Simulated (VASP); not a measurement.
Set up this calculation in VASP 6.6.1, as the native input.

* Task: single point
* Functional: RPBE
* Potentials or basis: VASP PAW PBE potentials, release 64 (Sn_d)
* Cutoff: 520 eV
* k mesh: 13 × 13 × 13
* Occupations: fermi-dirac, width 0.1 eV
* Spin: no spin polarisation
* Dipole correction: no
* Further INCAR settings: ALGO = Normal; EDIFF = 1e-07; NBANDS = 13

The structure of Sn lies in POSCAR:

```
Sn
1.0
    0.0000000000      2.3690093211      2.3690093211
    2.3690093211      0.0000000000      2.3690093211
    2.3690093211      2.3690093211      0.0000000000
Sn
1
Direct
    0.0000000000      0.0000000000      0.0000000000
```

This isn't the form of Sn at room conditions, which is tetragonal (white tin).

One way to write it, as run:

INCAR

```
PREC = Accurate ; ENCUT = 520
EDIFF = 1E-7 ; ISMEAR = -1
SIGMA = 0.1 ; LREAL = False
LASPH = True ; NELM = 80
ALGO = Normal ; ISIF = 2
LWAVE = False ; LCHARG = False
GGA = RP ; NBANDS = 13
```

KPOINTS

```
regular mesh
0
Gamma
  13 13 13
```

Potentials or basis: VASP PAW PBE potentials, release 64 (Sn_d).

Command:

```sh
$ cat potpaw_PBE.64/Sn_d/POTCAR > POTCAR
$ mpirun -np 1 vasp_std > vasp.out
```

It gave:

```yaml
Pressure: 4.1 GPa
Band_gap_on_the_k_mesh: zero (bands 7 and 8 overlap by 9.93 eV)
```

Caveat: the cell stands under pressure; the PAW data sets were made with another functional, which shifts forces and pressure a little; spin-orbit coupling is left out, which moves the levels of the heavy elements.

Run time: 52 s on 1 thread of Intel Xeon 8259CL, with other jobs on the host, peak memory 0.17 GiB.
